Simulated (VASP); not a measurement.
# F (C2/m) in VASP: a series of runs, part 2 of 2

VASP 6.6.1. Earlier steps stand in the parts before.

## Step 4: Single point, PBEsol

The input, INCAR:

```
SYSTEM = F
PREC     = Accurate       ! precision mode
ENCUT    = 520            ! plane-wave cutoff, eV
EDIFF    = 1E-6           ! SCF threshold, eV
ISMEAR   = 0              ! smearing method
SIGMA    = 0.05           ! smearing width, eV
LREAL    = .FALSE.        ! projectors in reciprocal space
LASPH    = .TRUE.         ! aspherical terms in the spheres
NELM     = 60             ! most SCF steps
ALGO     = Normal         ! electronic algorithm
ISIF     = 2              ! what is computed and relaxed
LWAVE    = .FALSE.        ! write WAVECAR
LCHARG   = .FALSE.        ! write CHGCAR
GGA      = PS             ! functional
NBANDS   = 22             ! bands
```

The input, KPOINTS:

```
Automatic mesh
0
G
  4 4 2
  0 0 0
```

The input, POSCAR:

```
F
1.0
    3.1291544055     -1.7984322814     -0.2413473825
    3.1291544055      1.7984322814     -0.2413473825
   -2.3528850754      0.0000000000      7.2022286687
F
4
Direct
    0.0848459664      0.0848459664      0.1059920108
    0.9151540336      0.9151540336      0.8940079892
    0.5015719855      0.5015719855      0.5937195244
    0.4984280145      0.4984280145      0.4062804756
```

Launch:

```console
> cat potpaw_PBE.64/F/POTCAR > POTCAR
> mpirun -np 1 vasp_std > vasp.out
```

Run time: 13 s. Hardware: 1 thread of Intel Xeon Platinum 8488C (Sapphire Rapids), shared host; peak memory 0.18 GiB.

The run converged. Its results:

| Item | Value |
| --- | --- |
| Free energy | -7.5462 eV |
| Pressure | -4.1 GPa |
| Largest force | 3.136 eV/Å |
| Band gap on the k mesh | 1.76 eV, indirect (least direct gap 1.84 eV) |

Forces in eV/Å, atoms in the order of the input:
```
F   -1.100  0.000 -2.937
F    1.100  0.000  2.937
F    0.065  0.000 -0.052
F   -0.065  0.000  0.052
```

Stress tensor (GPa, compression positive):
```
-2.07  0.00 -3.44
 0.00 -0.54  0.00
-3.44  0.00 -9.58
```

Levels at points of the mesh, in eV from the valence-band top:
```tsv
k point	band 11	band 12	band 13	band 14	band 15	band 16	band 17	band 18
(0.00, 0.00, 0.00)	-0.34	-0.18	-0.09	-0.08	1.76	3.35	8.86	11.30
(0.50, 0.00, 0.00)	-0.38	-0.30	-0.24	-0.22	1.91	3.34	12.67	12.92
(0.50, 0.50, 0.00)	-0.40	-0.30	-0.16	0.00	1.87	3.32	12.98	13.15
(0.00, 0.00, 0.50)	-0.23	-0.22	-0.17	-0.10	1.83	3.26	9.59	9.78
(0.50, 0.00, 0.50)	-0.48	-0.35	-0.18	-0.05	1.86	3.35	12.65	13.46
(0.50, 0.50, 0.50)	-0.37	-0.32	-0.19	-0.10	1.92	3.33	12.64	12.76
```

Caveat: the k points lie up to 0.51 Å⁻¹ apart; the PAW data sets were made with another functional, which shifts forces and pressure a little. A k mesh can miss the band edges.

## Step 5: Single point, PBEsol

The input, INCAR:

```
SYSTEM = F
ALGO = Normal
EDIFF = 1E-6
ENCUT = 520
GGA = PS
ISIF = 2
ISMEAR = 0
LASPH = .True.
LCHARG = .True.
LELF = .True.
LREAL = .False.
LVHAR = .True.
LWAVE = .False.
NBANDS = 22
NELM = 60
PREC = Accurate
SIGMA = 0.05
```

The input, KPOINTS:

```
k-points
0
Gamma
  4 4 2
  0 0 0
```

POSCAR, as its differences from that of step 4:

```diff
@@ -8,4 +8,4 @@
 Direct
-    0.0848459664      0.0848459664      0.1059920108
-    0.9151540336      0.9151540336      0.8940079892
+    0.0848459664      0.0848459664      0.0740235354
+    0.9151540336      0.9151540336      0.9259764646
     0.5015719855      0.5015719855      0.5937195244
```

Potentials or basis: VASP PAW PBE potentials, release 64 (F).

Launch:

```console
> cat potpaw_PBE.64/F/POTCAR > POTCAR
> mpirun -np 1 vasp_std > vasp.out
```

OUTCAR:

```text
SYSTEM = F
   EDIFF = 1E-6
   ENCUT = 520
   GGA = PS
   ISIF = 2
   ISMEAR = 0
   LASPH = .True.
   LREAL = .False.
   NELM = 60
   PREC = Accurate

 ion  position               nearest neighbor table
   1  0.085  0.085  0.074-   2 1.22
   2  0.915  0.915  0.926-   1 1.22
   3  0.502  0.502  0.594-   4 1.41
   4  0.498  0.498  0.406-   3 1.41

  LATTYP: Found a base centered monoclinic cell.
 ALAT       =     6.2768960012
 B/A-ratio  =     0.5730323654
 C/A-ratio  =     1.2070962569
 COS(beta)  =    -0.3827161857

  Lattice vectors:

 A1 = (   3.1291544055,  -1.7984322814,  -0.2413473825)
 A2 = (   3.1291544055,   1.7984322814,  -0.2413473825)
 A3 = (  -2.3528850754,   0.0000000000,   7.2022286687)

Analysis of symmetry for initial positions (statically):
=====================================================================
 Subroutine PRICEL returns:
 Original cell was already a primitive cell.

 Routine SETGRP: Setting up the symmetry group for a
 base centered monoclinic supercell.

 Subroutine GETGRP returns: Found  4 space group operations
 (whereof  4 operations were pure point group operations)
 out of a pool of  4 trial point group operations.

The static configuration has the point symmetry C_2h.

Analysis of symmetry for dynamics (positions and initial velocities):
=====================================================================
 Subroutine PRICEL returns:
 Original cell was already a primitive cell.

 Routine SETGRP: Setting up the symmetry group for a
 base centered monoclinic supercell.

 Subroutine GETGRP returns: Found  4 space group operations
 (whereof  4 operations were pure point group operations)
 out of a pool of  4 trial point group operations.

The dynamic configuration has the point symmetry C_2h.
[... 106 lines left out ...]
   EFERMI =   0.00;   METHOD = LEGACY
   ISMEAR =     0;   SIGMA  =   0.05  broadening in eV -4-tet -1-fermi 0-gaus
   EFERMI_NEDOS =   21; number of points for ismear=-14 and -15
   IALGO  =     38    algorithm
   IMIX   =      4    mixing-type and parameters
     AMIX     =   0.40;   BMIX     =  1.00
     AMIX_MAG =   1.60;   BMIX_MAG =  1.00
  volume/ion in A,a.u.               =      19.75       133.31
  Fermi-wavevector in a.u.,A,eV,Ry     =   1.158464  2.189180 18.259549  1.342039
  Thomas-Fermi vector in A             =   2.295066
   LORBIT       =      0    0 simple, 1 ext, 2 COOP (PROOUT), +10 PAW based schemes
   GGA     = PS    functional components
   LHFCALC =     F    Hartree Fock is set to
   AEXX    =    0.0000 exact exchange contribution
   IVDW    =     0    specifies the selected vdW correction
   LEPSILON=     F    determine dielectric tensor
   LRPA    =     F    only Hartree local field effects (RPA)
 non-spin polarized calculation
 Gauss-broadening in eV      SIGMA  =   0.05
  energy-cutoff  :      520.00
  volume of cell :       79.02
 maximum number of plane-waves:      2143
 NGX is ok and might be reduce to    28
   NGX = 13   NGY = 13   NGZ = 29

 number of electron      28.0000011 magnetization

 Free energy of the ion-electron system (eV)
  ---------------------------------------------------
  ext. energy  EPLUGINS =         0.00000000
  ---------------------------------------------------
  free energy    TOTEN  =        -6.69762339 eV

  energy without entropy =       -6.69762339  energy(sigma->0) =       -6.69762339

 E-fermi :  -4.8068     XC(G=0):  -6.5644

 val. band max:       -5.0328543071   @ k =   0.5000   0.5000   0.0000
 cond. band min:      -2.6535993840   @ k =   0.0000   0.0000   0.0000
 fundamental gap:      2.3792549230
 Fermi energy:        -4.8067891721

 k-point     1 :       0.0000    0.0000    0.0000
  band No.  band energies     occupation
      1     -34.4572      2.00000
      2     -30.6597      2.00000
      3     -24.2367      2.00000
      4     -22.7493      2.00000
      5     -13.0876      2.00000
      6     -12.0744      2.00000
[... 339 lines left out ...]
     21       8.7412      0.00000
     22       9.0923      0.00000

------------------------ aborting loop because EDIFF is reached ----------------------------------------

  FORCE on cell =-STRESS in cart. coord.  units (eV):
  Direction    XX          YY          ZZ          XY          YZ          ZX
  --------------------------------------------------------------------------------------
  -------------------------------------------------------------------------------------
  Total        5.5567736     -0.2675460     10.7466523      0.0000000      0.0000000      8.0616553
  in kB      112.6674476     -5.4246819    217.8958469      0.0000000      0.0000000    163.4556671
  external PRESSURE =     108.3795375 kB  Pullay stress =       0.0000000 kB

 VOLUME and BASIS-vectors are now :
 -----------------------------------------------------------------------------
  energy-cutoff  :      520.00
  volume of cell :       79.02
      direct lattice vectors                 reciprocal lattice vectors
     3.129154406 -1.798432281 -0.241347383     0.163917820 -0.278019921  0.053550062
     3.129154406  1.798432281 -0.241347383     0.163917820  0.278019921  0.053550062
    -2.352885075  0.000000000  7.202228669     0.010985804  0.000000000  0.142434846

 POSITION                                       TOTAL-FORCE (eV/Angst)
 -----------------------------------------------------------------------------------
      0.35682      0.00000      0.49218         8.086656      0.000000     11.241590
      3.54860      0.00000      6.22735        -8.086656      0.000000    -11.241590
      1.74204      0.00000      4.03400        -0.004930      0.000000     -0.080825
      2.16339      0.00000      2.68554         0.004930      0.000000      0.080825
 -----------------------------------------------------------------------------------
    total drift:                                0.000000     -0.000000     -0.000000

  FREE ENERGIE OF THE ION-ELECTRON SYSTEM (eV)
  ---------------------------------------------------
  free  energy   TOTEN  =        -6.6976233867 eV

  energy  without entropy=       -6.6976233867  energy(sigma->0) =       -6.69762339
```

OSZICAR:

```text
N       E                     dE             d eps       ncg     rms          rms(c)
DAV:   1     0.186194320659E+03    0.18619E+03   -0.14885E+04   616   0.115E+03
DAV:   2     0.129234358282E+01   -0.18490E+03   -0.17968E+03   858   0.285E+02
DAV:   3    -0.857596936956E+01   -0.98683E+01   -0.98062E+01   704   0.648E+01
DAV:   4    -0.864086803165E+01   -0.64899E-01   -0.64892E-01   668   0.595E+00
DAV:   5    -0.864128157775E+01   -0.41355E-03   -0.41354E-03   748   0.454E-01    0.114E+01
DAV:   6    -0.717699900273E+01    0.14643E+01   -0.61392E-01   628   0.799E+00    0.636E+00
DAV:   7    -0.669872467541E+01    0.47827E+00   -0.79147E-01   646   0.853E+00    0.831E-01
DAV:   8    -0.669746003577E+01    0.12646E-02   -0.98129E-02   664   0.213E+00    0.160E-01
DAV:   9    -0.669760260049E+01   -0.14256E-03   -0.11051E-03   702   0.260E-01    0.755E-02
DAV:  10    -0.669763950583E+01   -0.36905E-04   -0.23580E-04   698   0.131E-01    0.268E-02
DAV:  11    -0.669762788652E+01    0.11619E-04   -0.57174E-05   658   0.664E-02    0.160E-02
DAV:  12    -0.669762447604E+01    0.34105E-05   -0.65446E-06   676   0.210E-02    0.889E-03
DAV:  13    -0.669762328949E+01    0.11866E-05   -0.44505E-06   720   0.168E-02    0.180E-03
DAV:  14    -0.669762338673E+01   -0.97243E-07   -0.22576E-07   422   0.388E-03
   1 F= -.66976234E+01 E0= -.66976234E+01  d E =-.138914E-11
```

stdout:

```text
POSCAR found type information on POSCAR F
 POSCAR found :  1 types and       4 ions
 scaLAPACK will be used
 -----------------------------------------------------------------------------
|                                                                             |
|                                                                             |
|     You enforced a specific xc type in the INCAR file but a different       |
|     I HOPE YOU KNOW WHAT YOU ARE DOING!                                     |
|                                                                             |
 -----------------------------------------------------------------------------

 LDA part: xc-table for (Slater+PW92), standard interpolation
 POSCAR, INCAR and KPOINTS ok, starting setup
 FFT: planning ... GRIDC
 FFT: planning ... GRID_SOFT
 FFT: planning ... GRID
 WAVECAR not read
 entering main loop
```

It took 14 s on 1 thread of Intel Xeon Platinum 8488C (Sapphire Rapids), shared host; peak memory 0.18 GiB.

Results:

```
Free energy            : -6.6976 eV
Pressure               : 10.8 GPa
Largest force          : 13.848 eV/Å
Band gap on the k mesh : 2.38 eV, indirect (least direct gap 2.44 eV)
```

Forces in eV/Å, atoms in the order of the input:
```
F     8.087   0.000  11.242
F    -8.087   0.000 -11.242
F    -0.005   0.000  -0.081
F     0.005   0.000   0.081
```

Levels at points of the mesh, in eV from the valence-band top:
```tsv
k point	band 10	band 11	band 12	band 13	band 14	band 15	band 16	band 17	band 18	band 19
(0.00, 0.00, 0.00)	-4.25	-1.02	-0.93	-0.20	-0.06	2.38	6.68	7.71	10.28	11.20
(0.50, 0.00, 0.00)	-4.33	-1.11	-1.03	-0.24	-0.09	2.48	6.81	11.48	11.52	13.14
(0.50, 0.50, 0.00)	-4.35	-1.06	-0.95	-0.06	0.00	2.45	6.75	11.81	11.90	12.13
(0.00, 0.00, 0.50)	-4.25	-1.03	-0.93	-0.21	-0.06	2.40	6.45	8.54	8.91	13.75
(0.50, 0.00, 0.50)	-4.34	-1.13	-1.01	-0.23	-0.07	2.46	6.84	11.26	12.21	12.50
(0.50, 0.50, 0.50)	-4.35	-1.08	-0.94	-0.09	-0.01	2.47	6.75	11.48	11.52	13.20
```

Caveat: the k points lie up to 0.51 Å⁻¹ apart; the standard files for N, O and F lose accuracy on very short bonds; the PAW data sets were made with another functional, which shifts forces and pressure a little. A k mesh can miss the band edges.

## Step 6: Single point, PBEsol

The input, INCAR:

```
SYSTEM = F
PREC = Accurate ; ENCUT = 520
EDIFF = 1E-7 ; ISMEAR = 0
SIGMA = 0.05 ; LREAL = .FALSE.
LASPH = .TRUE. ; NELM = 100
ALGO = Normal ; ISIF = 2
LWAVE = .FALSE. ; LCHARG = .TRUE.
GGA = PS ; LELF = .TRUE.
LVHAR = .TRUE. ; NBANDS = 22
```

The input, KPOINTS:

```
Automatic mesh
0
G
  4 4 2
  0 0 0
```

POSCAR, as its differences from that of step 5:

```diff
@@ -8,4 +8,4 @@
 Direct
-    0.0848459664      0.0848459664      0.0740235354
-    0.9151540336      0.9151540336      0.9259764646
+    0.0848459664      0.0848459664      0.1019959513
+    0.9151540336      0.9151540336      0.8980040487
     0.5015719855      0.5015719855      0.5937195244
```

Potentials or basis: VASP PAW PBE potentials, release 64 (F).

Launch:

```console
> cat potpaw_PBE.64/F/POTCAR > POTCAR
> mpirun -np 1 vasp_std > vasp.out
```

Run time: 14 s. Hardware: 1 thread of Intel Xeon Platinum 8488C (Sapphire Rapids), shared host; peak memory 0.19 GiB.

The run converged. Its results:

| Property | Result |
| --- | --- |
| Free energy | -7.6771 eV |
| Pressure | -3.2 GPa |
| Largest force | 2.413 eV/Å |
| Band gap on the k mesh | 2.14 eV, indirect (least direct gap 2.23 eV) |

Forces on the atoms (eV/Å):
```
F   -0.909  0.000 -2.235
F    0.909  0.000  2.235
F    0.047  0.000 -0.051
F   -0.047  0.000  0.051
```

Stress tensor (GPa, compression positive):
```
-1.78  0.00 -2.68
 0.00 -0.53  0.00
-2.68  0.00 -7.15
```

Levels at points of the mesh, in eV from the valence-band top:
```
           k point  band 12  band 13  band 14  band 15  band 16  band 17
(0.00, 0.00, 0.00)    -0.16    -0.09    -0.09     2.14     3.37     8.79
(0.50, 0.00, 0.00)    -0.29    -0.22    -0.22     2.32     3.34    12.61
(0.50, 0.50, 0.00)    -0.29    -0.17     0.00     2.28     3.32    12.93
(0.00, 0.00, 0.50)    -0.21    -0.15    -0.10     2.24     3.25     9.55
(0.50, 0.00, 0.50)    -0.33    -0.18    -0.06     2.27     3.35    12.56
(0.50, 0.50, 0.50)    -0.30    -0.17    -0.10     2.32     3.33    12.56
```

Caveat: the k points lie up to 0.51 Å⁻¹ apart; the PAW data sets were made with another functional, which shifts forces and pressure a little.
